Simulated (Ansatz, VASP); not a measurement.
## Se: VASP beside Ansatz

Contents of INCAR:

```
SYSTEM = Se
PREC = Accurate ; ENCUT = 520
EDIFF = 1E-6 ; ISMEAR = -1
SIGMA = 0.02 ; LREAL = .FALSE.
LASPH = .TRUE. ; NELM = 100
ALGO = Normal ; ISIF = 2
LWAVE = .FALSE. ; LCHARG = .FALSE.
GGA = PS ; NBANDS = 16
```

File KPOINTS:

```
regular mesh
0
G
  9 9 7
  0 0 0
```

POSCAR

```
Se
1.0
    4.5494257910      0.0000000000      0.0000000000
   -2.2747128954      3.9399183076      0.0000000000
    0.0000000000      0.0000000000      5.0280945358
Se
3
Direct
    0.2178929800      0.0000000000      0.3333333300
    0.0000000000      0.2178929800      0.6666666700
    0.7821070200      0.7821070200      0.0000000000
```

Input for Ansatz:

```yaml
crystal:
  lattice:
    - [4.549425791, 0.0, 0.0]
    - [-2.2747128954, 3.9399183076, 0.0]
    - [0.0, 0.0, 5.0280945358]
  atoms:
    - { symbol: Se, position: [0.21789298, 0.0, 0.33333333] }
    - { symbol: Se, position: [0.0, 0.21789298, 0.66666667] }
    - { symbol: Se, position: [0.78210702, 0.78210702, 0.0] }
hamiltonian:
  xc: pbesol
  pseudopotentials: { kind: all_electron, lapw: { muffin_tin_radii: { Se: 1.111 } } }
kpoints:
  mp_grid: { grid: [9, 9, 7] }
scf:
  occupations: { method: fermi_dirac, width: 0.02 }
  convergence: { dr2_threshold: 1.0e-09 }
output:
  eigenvalues: true
basis:
  ecutwfc: 400
```

Alike in both runs: task single point; functional PBEsol; k mesh 9 × 9 × 7; occupations fermi-dirac, width 0.02 eV; no spin polarisation.

|  | VASP | Ansatz |
| --- | --- | --- |
| version | VASP 6.6.1 | Ansatz 0.2.0 |
| potentials or method | VASP PAW PBE potentials, release 64 (Se), cutoff 520 eV | all-electron LAPW, scalar-relativistic |

```tsv
	VASP	Ansatz	Ansatz less VASP
gap on the k mesh at the Fermi level (eV)	1.21	1.23	+0.018
least direct gap on the mesh (eV)	1.32	1.33	+0.018
```

VASP's potentials were made for PBE, not for PBEsol. Ansatz ran all-electron here, and VASP with PAW potentials.
